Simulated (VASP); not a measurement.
Crystal: CoO.

```
Co O
1.0
     2.61615    0.00000    0.00000
     0.00000    2.61615    0.00000
     0.00000    0.00000    2.61615
Co O
1 1
Cartesian
  0.0000 0.0000 0.0000
  1.3081 1.3081 1.3081
```

Base run:

* Program: VASP 6.6.1
* Functional: PBE
* Potentials or basis: VASP PAW PBE potentials, release 64 (Co, O)
* Cutoff: 520 eV
* k mesh: 16 × 16 × 16
* Occupations: gaussian, width 0.1 eV
* Spin: collinear spin, ferromagnetic start
* Starting moments: [4.5, 0.0] μB

Its results: band gap on the k mesh zero (filled and empty bands overlap); pressure -0.5 GPa.

Question: After a change of settings the same cell gave: band gap on the k mesh zero (an odd number of electrons rules out a gap without spin polarisation); pressure -14.2 GPa. Which change was it?
A. moments at the start from [4.5, 0.0] to [3.0, 0.0]
B. spin from collinear spin, ferromagnetic start to no spin polarisation; further incar settings from ALGO = Normal; EDIFF = 1e-07; NBANDS = 18 to ALGO = Normal; EDIFF = 1e-06; NBANDS = 14
C. moments at the start from [4.5, 0.0] to [2.74, 0.52]
D. further incar settings from ALGO = Normal; EDIFF = 1e-07; NBANDS = 18 to ALGO = Normal; EDIFF = 1e-06; NBANDS = 18; moments at the start from [4.5, 0.0] to [3.0, 0.0]

Answer: B.

Caveats: semilocal functionals often make such compounds metallic where correlation or magnetic order opens a gap, which also shifts bond lengths; a cell with one magnetic atom can't hold antiferromagnetic order, which such compounds often take (at least some runs); the cell stands under tension (at least some runs); an odd number of electrons without spin polarisation forces a metal (at least some runs); a magnetic or distorted state may lie lower (at least some runs).
